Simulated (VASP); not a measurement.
Runs of VASP 6.6.1 on KP2Ru2. The structure is that of space group I4/mmm (No. 139), or close to it. The cells are those of the table. 

| cell | gap on the mesh (eV) | pressure (GPa) | largest force (eV/Å) |
| --- | --- | --- | --- |
| a = 6.818 Å, angles 145.9, 145.9, 49.0°, 5 atoms | none | -1.6 | 0.12 |
| a = 6.887 Å, angles 145.9, 145.9, 49.0°, 5 atoms | none | -5.1 | 0.35 |
| a = 6.954 Å, angles 145.9, 145.9, 49.0°, 5 atoms | none | (a) | 0.76 |
| a = 6.748 Å, angles 145.9, 145.9, 49.0°, 5 atoms | none | 2.5 | 0.65 |

Alike in all rows: task single point; level LDA; potentials or basis VASP PAW LDA potentials, release 64 (K_sv, P, Ru_pv); no spin polarisation; k mesh 9 × 9 × 9; cutoff (eV) 520; smearing methfessel-paxton 0.1 eV.

Q: Estimate the missing entries.

A: (a) -8.0.

Caveats: the cell stands under tension (at least some runs).

A k mesh can miss the band edges, and the runs leave out spin-orbit coupling on Ru.

A gap of «none» marks levels without a gap at the run's occupations.
